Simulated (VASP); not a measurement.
# Mg3ZnS4 (P-4m2) in VASP: vibrations by perturbation theory with PBE

Aim: the vibrations by perturbation theory of Mg3ZnS4 with PBE.

Everything below comes from runs of VASP 6.6.1. Logs are shortened: lines on timing, memory, paths and dates and some standing lists are left out, and cuts for length are marked.

**1. The cell of the first run**

Symmetry: P-4m2, No. 115, tetragonal system. Conventional cell: a = 3.979 Å, b = 3.979 Å, c = 11.298 Å, α = 90.00°, β = 90.00°, γ = 90.00°. Within 3.2 Å of Mg (site symmetry -4m2) lie 4 S at 2.46 Å. Mg (site symmetry 2mm) has 4 S at 2.46 Å within 3.2 Å. Within 3.1 Å of Zn (site symmetry -4m2) lie 4 S at 2.38 Å. Within 3.1 Å of S (site symmetry 2mm) lie 2 Zn at 2.38 Å and 2 Mg at 2.46 Å. S (site symmetry 2mm) has 4 Mg at 2.46 Å within 3.2 Å.

**2. Vibrations by perturbation theory, PBE**

File INCAR:

```
SYSTEM = Mg3ZnS4
  PREC = Accurate
  ENCUT = 520
  EDIFF = 1E-8
  ISMEAR = 0
  SIGMA = 0.01
  LREAL = .False.
  LASPH = .True.
  NELM = 100
  ALGO = Normal
  ISIF = 2
  LWAVE = .False.
  LCHARG = .False.
  GGA = PE
  IBRION = 8
  NSW = 1
  LEPSILON = .True.
```

File KPOINTS:

```
regular mesh
0
Gamma
  6 6 2
  0 0 0
```

File POSCAR:

```
Mg3ZnS4
1.0
    3.9787265745      0.0000000000      0.0000000000
    0.0000000000      3.9787265745      0.0000000000
    0.0000000000      0.0000000000     11.2975520850
Mg Zn S
3 1 4
Direct
    0.0000000000      0.0000000000      0.0000000000
    0.5000000000      0.5000000000      0.2562702394
    0.5000000000      0.5000000000      0.7437297606
    0.0000000000      0.0000000000      0.5000000000
    0.5000000000      0.0000000000      0.6160996397
    0.0000000000      0.5000000000      0.8718198742
    0.5000000000      0.0000000000      0.1281801258
    0.0000000000      0.5000000000      0.3839003603
```

Potentials or basis: VASP PAW PBE potentials, release 64 (Mg, Zn, S).

Run with:

```bash
> cat potpaw_PBE.64/Mg/POTCAR potpaw_PBE.64/Zn/POTCAR potpaw_PBE.64/S/POTCAR > POTCAR
> mpirun -np 1 vasp_std > vasp.out
```

OUTCAR:

```text
SYSTEM = Mg3ZnS4
   PREC = Accurate
   ENCUT = 520
   EDIFF = 1E-8
   ISMEAR = 0
   LREAL = .False.
   LASPH = .True.
   NELM = 100
   ISIF = 2
   GGA = PE
   IBRION = 8
   NSW = 1
   LEPSILON = .True.

 ion  position               nearest neighbor table
   1  0.000  0.000  0.000-   6 2.46   7 2.46   6 2.46   7 2.46
   2  0.500  0.500  0.256-   8 2.46   8 2.46   7 2.46   7 2.46
   3  0.500  0.500  0.744-   5 2.46   5 2.46   6 2.46   6 2.46
   4  0.000  0.000  0.500-   5 2.38   8 2.38   8 2.38   5 2.38
   5  0.500  0.000  0.616-   4 2.38   4 2.38   3 2.46   3 2.46
   6  0.000  0.500  0.872-   3 2.46   3 2.46   1 2.46   1 2.46
   7  0.500  0.000  0.128-   2 2.46   2 2.46   1 2.46   1 2.46
   8  0.000  0.500  0.384-   4 2.38   4 2.38   2 2.46   2 2.46

  LATTYP: Found a simple tetragonal cell.
 ALAT       =     3.9787265745
 C/A-ratio  =     2.8394894380

  Lattice vectors:

 A1 = (   3.9787265745,   0.0000000000,   0.0000000000)
 A2 = (   0.0000000000,   3.9787265745,   0.0000000000)
 A3 = (   0.0000000000,   0.0000000000,  11.2975520850)

Analysis of symmetry for initial positions (statically):
=====================================================================
 Subroutine PRICEL returns:
 Original cell was already a primitive cell.

 Routine SETGRP: Setting up the symmetry group for a
 simple tetragonal supercell.

 Subroutine GETGRP returns: Found  8 space group operations
 (whereof  8 operations were pure point group operations)
 out of a pool of 16 trial point group operations.

The static configuration has the point symmetry D_2d.

Analysis of symmetry for dynamics (positions and initial velocities):
=====================================================================
 Subroutine PRICEL returns:
 Original cell was already a primitive cell.

 Routine SETGRP: Setting up the symmetry group for a
 simple tetragonal supercell.

 Subroutine GETGRP returns: Found  8 space group operations
 (whereof  8 operations were pure point group operations)
 out of a pool of 16 trial point group operations.

The dynamic configuration has the point symmetry D_2d.

 Subroutine INISYM returns: Found  8 space group operations
 (whereof  8 operations are pure point group operations),
 and found     1 'primitive' translations

----------------------------------------------------------------------------------------

[... 857 lines left out ...]
    2     0.00000     1.85542     0.00000
    3     0.00000     0.00000     2.03514
 ion    3
    1     1.85542     0.00000     0.00000
    2     0.00000     1.88082    -0.00000
    3     0.00000     0.00000     2.03514
 ion    4
    1     2.18794     0.00000     0.00000
    2     0.00000     2.18794     0.00000
    3     0.00000     0.00000     1.56581
 ion    5
    1    -2.24309     0.00000     0.00000
    2     0.00000    -1.76674     0.00000
    3     0.00000     0.00000    -1.78350
 ion    6
    1    -1.90286     0.00000     0.00000
    2     0.00000    -1.90730    -0.00000
    3     0.00000     0.00000    -2.07570
 ion    7
    1    -1.90730     0.00000     0.00000
    2     0.00000    -1.90286    -0.00000
    3     0.00000     0.00000    -2.07570
 ion    8
    1    -1.76674     0.00000     0.00000
    2     0.00000    -2.24309     0.00000
    3     0.00000     0.00000    -1.78350

 INTERNAL STRAIN TENSOR FOR ION    8 for displacements in x,y,z  (eV/Angst):
          X           Y           Z          XY          YZ          ZX
  --------------------------------------------------------------------------------
  x     0.00000     0.00000     0.00000     0.00000     0.00000    -4.96437
  y     0.00000     0.00000     0.00000     0.00000     4.97523     0.00000
  z    -5.03423     5.14339     0.17705     0.00000     0.00000     0.00000

 SECOND DERIVATIVES (NOT SYMMETRIZED)
 ------------------------------------
               1X          1Y          1Z          2X          2Y          2Z          3X          3Y          3Z          4X          4Y          4Z          5X          5Y          5Z          6X          6Y          6Z          7X          7Y          7Z          8X          8Y          8Z
  1X    -5.236682    0.000000    0.000000   -0.047395    0.000000    0.000000   -0.045176    0.000000    0.000000   -0.016335    0.000000    0.000000    0.052632    0.000000    0.000000    0.501237    0.000000    0.000000    4.819402    0.000000    0.000000   -0.027682    0.000000    0.000000
  1Y     0.000000   -5.236682    0.000000    0.000000   -0.045176    0.000000    0.000000   -0.047395    0.000000    0.000000   -0.016335    0.000000    0.000000   -0.027682    0.000000    0.000000    4.819402    0.000000    0.000000    0.501237    0.000000    0.000000    0.052632    0.000000
  1Z     0.000000    0.000000   -8.841313    0.000000    0.000000    1.314953    0.000000    0.000000    1.314953    0.000000    0.000000    0.724624    0.000000    0.000000   -0.880344    0.000000    0.000000    3.623735    0.000000    0.000000    3.623735    0.000000    0.000000   -0.880344
  2X    -0.047273    0.000000    0.000000   -5.564565    0.000000    0.000000   -0.016068    0.000000    0.000000   -0.049000    0.000000    0.000000   -0.106650    0.000000    0.000000    0.050423    0.000000    0.000000    0.521467    0.000000    0.000000    5.211666    0.000000    0.000000
  2Y     0.000000   -0.045098    0.000000    0.000000   -5.251545    0.000000    0.000000   -0.016200    0.000000    0.000000   -0.137131    0.000000    0.000000    0.095274    0.000000    0.000000   -0.038682    0.000000    0.000000    4.843541    0.000000    0.000000    0.549841    0.000000
  2Z     0.000000    0.000000    1.314543    0.000000    0.000000   -8.814198    0.000000    0.000000    0.940293    0.000000    0.000000    1.024560    0.000000    0.000000   -0.797076    0.000000    0.000000   -0.999928    0.000000    0.000000    3.640784    0.000000    0.000000    3.691022
  3X    -0.045098    0.000000    0.000000   -0.016200    0.000000    0.000000   -5.251545    0.000000    0.000000   -0.137131    0.000000    0.000000    0.549841    0.000000    0.000000    4.843541    0.000000    0.000000   -0.038682    0.000000    0.000000    0.095274    0.000000    0.000000
  3Y     0.000000   -0.047273    0.000000    0.000000   -0.016068    0.000000    0.000000   -5.564565    0.000000    0.000000   -0.049000    0.000000    0.000000    5.211666    0.000000    0.000000    0.521467    0.000000    0.000000    0.050423    0.000000    0.000000   -0.106650    0.000000
  3Z     0.000000    0.000000    1.314543    0.000000    0.000000    0.940293    0.000000    0.000000   -8.814198    0.000000    0.000000    1.024560    0.000000    0.000000    3.691022    0.000000    0.000000    3.640784    0.000000    0.000000   -0.999928    0.000000    0.000000   -0.797076
  4X     0.007540    0.000000    0.000000   -0.024940    0.000000    0.000000   -0.112384    0.000000    0.000000   -4.561908    0.000000    0.000000    4.282325    0.000000    0.000000   -0.050395    0.000000    0.000000    0.077910    0.000000    0.000000    0.381851    0.000000    0.000000
  4Y     0.000000    0.007540    0.000000    0.000000   -0.112384    0.000000    0.000000   -0.024940    0.000000    0.000000   -4.561908    0.000000    0.000000    0.381851    0.000000    0.000000    0.077910    0.000000    0.000000   -0.050395    0.000000    0.000000    4.282325    0.000000
  4Z     0.000000    0.000000    0.750733    0.000000    0.000000    1.048399    0.000000    0.000000    1.048399    0.000000    0.000000   -7.856521    0.000000    0.000000    3.263380    0.000000    0.000000   -0.758885    0.000000    0.000000   -0.758885    0.000000    0.000000    3.263380
  5X     0.054310    0.000000    0.000000   -0.105626    0.000000    0.000000    0.551477    0.000000    0.000000    4.256445    0.000000    0.000000   -6.146775    0.000000    0.000000    0.415836    0.000000    0.000000    0.069321    0.000000    0.000000    0.905013    0.000000    0.000000
  5Y     0.000000   -0.025518    0.000000    0.000000    0.097413    0.000000    0.000000    5.214860    0.000000    0.000000    0.355115    0.000000    0.000000   -6.893109    0.000000    0.000000    0.295871    0.000000    0.000000    0.050962    0.000000    0.000000    0.904407    0.000000
  5Z     0.000000    0.000000   -0.880831    0.000000    0.000000   -0.795288    0.000000    0.000000    3.691770    0.000000    0.000000    3.238354    0.000000    0.000000   -8.475046    0.000000    0.000000    0.966329    0.000000    0.000000    0.867276    0.000000    0.000000    1.387436
  6X     0.502708    0.000000    0.000000    0.051889    0.000000    0.000000    4.844141    0.000000    0.000000   -0.074445    0.000000    0.000000    0.416383    0.000000    0.000000   -6.165992    0.000000    0.000000    0.373939    0.000000    0.000000    0.051378    0.000000    0.000000
  6Y     0.000000    4.818614    0.000000    0.000000   -0.039042    0.000000    0.000000    0.520181    0.000000    0.000000    0.051634    0.000000    0.000000    0.302449    0.000000    0.000000   -6.091946    0.000000    0.000000    0.369587    0.000000    0.000000    0.068523    0.000000
  6Z     0.000000    0.000000    3.626020    0.000000    0.000000   -1.000013    0.000000    0.000000    3.640485    0.000000    0.000000   -0.782498    0.000000    0.000000    0.966642    0.000000    0.000000   -8.418750    0.000000    0.000000    1.100377    0.000000    0.000000    0.867738
  7X     4.818614    0.000000    0.000000    0.520181    0.000000    0.000000   -0.039042    0.000000    0.000000    0.051634    0.000000    0.000000    0.068523    0.000000    0.000000    0.369587    0.000000    0.000000   -6.091946    0.000000    0.000000    0.302449    0.000000    0.000000
  7Y     0.000000    0.502708    0.000000    0.000000    4.844141    0.000000    0.000000    0.051889    0.000000    0.000000   -0.074445    0.000000    0.000000    0.051378    0.000000    0.000000    0.373939    0.000000    0.000000   -6.165992    0.000000    0.000000    0.416383    0.000000
  7Z     0.000000    0.000000    3.626020    0.000000    0.000000    3.640485    0.000000    0.000000   -1.000013    0.000000    0.000000   -0.782498    0.000000    0.000000    0.867738    0.000000    0.000000    1.100377    0.000000    0.000000   -8.418750    0.000000    0.000000    0.966642
  8X    -0.025518    0.000000    0.000000    5.214860    0.000000    0.000000    0.097413    0.000000    0.000000    0.355115    0.000000    0.000000    0.904407    0.000000    0.000000    0.050962    0.000000    0.000000    0.295871    0.000000    0.000000   -6.893109    0.000000    0.000000
  8Y     0.000000    0.054310    0.000000    0.000000    0.551477    0.000000    0.000000   -0.105626    0.000000    0.000000    4.256445    0.000000    0.000000    0.905013    0.000000    0.000000    0.069321    0.000000    0.000000    0.415836    0.000000    0.000000   -6.146775    0.000000
  8Z     0.000000    0.000000   -0.880831    0.000000    0.000000    3.691770    0.000000    0.000000   -0.795288    0.000000    0.000000    3.238354    0.000000    0.000000    1.387436    0.000000    0.000000    0.867276    0.000000    0.000000    0.966329    0.000000    0.000000   -8.475046

 Eigenvectors and eigenvalues of the dynamical matrix
 ----------------------------------------------------

   1 f  =   11.977795 THz    75.258706 2PiTHz  399.536238 cm-1    49.536158 meV
             X         Y         Z           dx          dy          dz
      0.000000  0.000000  0.000000    -0.000000   -0.000000    0.000000
      1.989363  1.989363  2.895226    -0.000000   -0.000000   -0.551315
      1.989363  1.989363  8.402326    -0.000000    0.000000    0.551315
      0.000000  0.000000  5.648776    -0.000000   -0.000000    0.000000
      1.989363  0.000000  6.960418    -0.000000   -0.000000   -0.313677
      0.000000  1.989363  9.849430     0.000000   -0.000000   -0.312504
      1.989363  0.000000  1.448122     0.000000    0.000000    0.312504
      0.000000  1.989363  4.337134     0.000000    0.000000    0.313677
[... 243 lines left out ...]
  24 f/i=    0.065472 THz     0.411375 2PiTHz    2.183923 cm-1     0.270772 meV
             X         Y         Z           dx          dy          dz
      0.000000  0.000000  0.000000    -0.086792   -0.298038    0.000000
      1.989363  1.989363  2.895226    -0.085574   -0.295058    0.000000
      1.989363  1.989363  8.402326    -0.085924   -0.293856    0.000000
      0.000000  0.000000  5.648776    -0.133066   -0.456941    0.000000
      1.989363  0.000000  6.960418    -0.094921   -0.335895    0.000000
      0.000000  1.989363  9.849430    -0.098728   -0.341737    0.000000
      1.989363  0.000000  1.448122    -0.099517   -0.339025    0.000000
      0.000000  1.989363  4.337134    -0.097816   -0.325954    0.000000

--------------------------------------------------------------------------------------------------------

 MACROSCOPIC STATIC DIELECTRIC TENSOR IONIC CONTRIBUTION
 ------------------------------------------------------
           3.008484    -0.000000    -0.000000
          -0.000000     3.008484     0.000000
          -0.000000     0.000000     2.809456
 ------------------------------------------------------

 ELASTIC MODULI CONTR FROM IONIC RELAXATION (kBar)
 Direction    XX          YY          ZZ          XY          YZ          ZX
 --------------------------------------------------------------------------------
 XX        -185.6900    185.4691     -0.0517      0.0000      0.0000     -0.0000
 YY         185.4691   -185.6900     -0.0517      0.0000     -0.0000      0.0000
 ZZ          -0.0517     -0.0517     -0.0721      0.0000      0.0000      0.0000
 XY           0.0000      0.0000      0.0000      0.0000      0.0000      0.0000
 YZ           0.0000     -0.0000      0.0000      0.0000   -197.3718     -0.0000
 ZX          -0.0000      0.0000      0.0000      0.0000     -0.0000   -212.6498
 --------------------------------------------------------------------------------

 PIEZOELECTRIC TENSOR IONIC CONTR  for field in x, y, z        (C/m^2)
          XX          YY          ZZ          XY          YZ          ZX
  --------------------------------------------------------------------------------
  x    -0.00000     0.00000    -0.00000     0.00000     0.00000     0.73073
  y     0.00000    -0.00000     0.00000     0.00000    -0.70345    -0.00000
  z     0.67899    -0.67899    -0.00000     0.00000    -0.00000     0.00000
```

It took 85 min on 1 thread of Oxide Virtual Turin-like, shared host; peak memory 0.61 GiB.

Results:

| Item | Value |
| --- | --- |
| Electronic dielectric tensor (diagonal) | 4.53, 4.53, 4.37 |
| Born charges (mean of the diagonal) | Mg +1.96, +1.92 (each value once); Zn +1.98; S -1.93, -1.96 (each value once) e |
| Highest phonon frequency at Γ, LO-TO splitting left out | 400 cm⁻¹ |

Phonon frequencies in cm⁻¹ (negative: imaginary):
| q point | frequencies |
| --- | --- |
| (0.000, 0.000, 0.000) | -2 -2 -1 80 80 98 98 117 117 145 175 257 257 262 288 319 319 322 322 332 335 335 377 400 |

Electronic dielectric tensor:
```
4.53 0.00 0.00
0.00 4.53 0.00
0.00 0.00 4.37
```

Born effective charge tensors (e):
atom 1, Mg
```
1.90 0.00 0.00
0.00 1.90 0.00
0.00 0.00 2.08
```
atom 2, Mg
```
1.88 0.00 0.00
0.00 1.86 0.00
0.00 0.00 2.04
```
atom 3, Mg
```
1.86 0.00 0.00
0.00 1.88 0.00
0.00 0.00 2.04
```
atom 4, Zn
```
2.19 0.00 0.00
0.00 2.19 0.00
0.00 0.00 1.57
```
atom 5, S
```
-2.24  0.00  0.00
 0.00 -1.77  0.00
 0.00  0.00 -1.78
```
atom 6, S
```
-1.90  0.00  0.00
 0.00 -1.91  0.00
 0.00  0.00 -2.08
```
atom 7, S
```
-1.91  0.00  0.00
 0.00 -1.90  0.00
 0.00  0.00 -2.08
```
atom 8, S
```
-1.77  0.00  0.00
 0.00 -2.24  0.00
 0.00  0.00 -1.78
```
